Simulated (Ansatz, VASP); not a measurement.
**KCaHfSbO6: VASP beside Ansatz**

```
K Ca Hf Sb O
1.0
     0.00000    4.08637    4.08637
     4.08053    0.01469    4.07167
     4.08053    4.07167    0.01469
K Ca Hf Sb O
1 1 1 1 6
Direct
  0.24832 0.25168 0.25168
  0.70178 0.79822 0.79822
  0.99939 0.00061 0.00061
  0.50192 0.49808 0.49808
  0.75026 0.24974 0.24974
  0.26008 0.73992 0.73992
  0.75128 0.73948 0.23337
  0.27587 0.23337 0.73948
  0.27587 0.73948 0.23337
  0.75128 0.23337 0.73948
```

Alike in both runs: functional PBE; k mesh 6 × 6 × 6; occupations gaussian, width 0.05 eV; no spin polarisation.

Ansatz relaxed the structure, and its values are those at the end. VASP's run is a single point on that final structure, the one shown.

```csv
,VASP,Ansatz
version,VASP 6.6.1,Ansatz 0.2.0
potentials or method,"VASP PAW PBE potentials, release 64 (K_sv, Ca_sv, Hf_pv, Sb, O), cutoff 520 eV","scalar-relativistic, plane waves, PAW"
valence electrons in the cell,70,96
```

```csv
,VASP,Ansatz,Ansatz less VASP
gap on the k mesh at the Fermi level (eV),3.07,3.13,+0.055
least direct gap on the mesh (eV),3.07,3.13,+0.055
pressure (GPa),-0.8,0.0,+0.77
rms of the force components (eV/Å),0.064,0.000,-0.0635
```

With one functional, cell and mesh, what is left measures potentials, basis and numerics. VASP's potentials hold 70 valence electrons a cell and Ansatz's 96, so a difference there can come from the potentials and not from the codes.

Spin-orbit coupling is off throughout.
